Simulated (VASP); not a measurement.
Input of a VASP 6.6.1 run:

Contents of INCAR:

```
SYSTEM = Mg16C
  PREC = Accurate
  ENCUT = 520
  EDIFF = 1E-7
  ISMEAR = 0
  SIGMA = 0.1
  LREAL = Auto
  LASPH = .True.
  NELM = 80
  ALGO = Fast
  ISIF = 2
  LWAVE = .False.
  LCHARG = .False.
  LDIPOL = .True.
  IDIPOL = 3
  DIPOL = 0.5 0.5 0.351
  NBANDS = 32
```

The input KPOINTS:

```
regular mesh
0
Gamma
  6 6 1
  0 0 0
```

The input POSCAR:

```
Mg16C
1.0
    6.2932257366      0.0000000000      0.0000000000
   -3.1466128683      5.4500933597      0.0000000000
    0.0000000000      0.0000000000     23.0605952337
Mg C
16 1
Direct
    0.3333333333      0.1666666667      0.1734560604
    0.3333333333      0.6666666667      0.1734560604
    0.8333333333      0.1666666667      0.1734560604
    0.8333333333      0.6666666667      0.1734560604
    0.1666666667      0.3333333333      0.2827092823
    0.1666666667      0.8333333333      0.2827092823
    0.6666666667      0.3333333333      0.2827092823
    0.6666666667      0.8333333333      0.2827092823
    0.3333333333      0.1666666667      0.3902185413
    0.3333333333      0.6666666667      0.3902185413
    0.8333333333      0.1666666667      0.3902185413
    0.8333333333      0.6666666667      0.3902185413
    0.1666666667      0.3333333333      0.5013138263
    0.1666666667      0.8333333333      0.5013138263
    0.6666666667      0.3333333333      0.5013138263
    0.6666666667      0.8333333333      0.5013138263
    0.1666666667      0.5000000000      0.5715598152
```

Potentials or basis: VASP PAW LDA potentials, release 64 (Mg, C).

Run with:

```bash
$ cat potpaw_LDA.64/Mg/POTCAR potpaw_LDA.64/C/POTCAR > POTCAR
$ mpirun -np 1 vasp_std > vasp.out
```

Estimate the largest force.

2.184 eV/Å.

Estimate the band gap on the k mesh.

zero (bands 18 and 19 overlap by 0.70 eV).

Forces in eV/Å, atoms in the order of the input:
```
Mg  -0.004 -0.011 -0.069
Mg   0.005  0.014 -0.066
Mg  -0.004 -0.019 -0.047
Mg  -0.005  0.003 -0.071
Mg  -0.002 -0.032 -0.044
Mg  -0.012  0.023 -0.018
Mg   0.000 -0.022 -0.027
Mg   0.014  0.023 -0.020
Mg   0.042 -0.013  0.144
Mg   0.000  0.010  0.002
Mg  -0.033 -0.035  0.030
Mg  -0.028  0.011  0.126
Mg   0.640 -1.076 -1.506
Mg   0.399 -0.714  0.823
Mg   0.395  0.201  0.342
Mg  -0.363 -0.281  0.361
C   -1.044  1.918  0.038
```
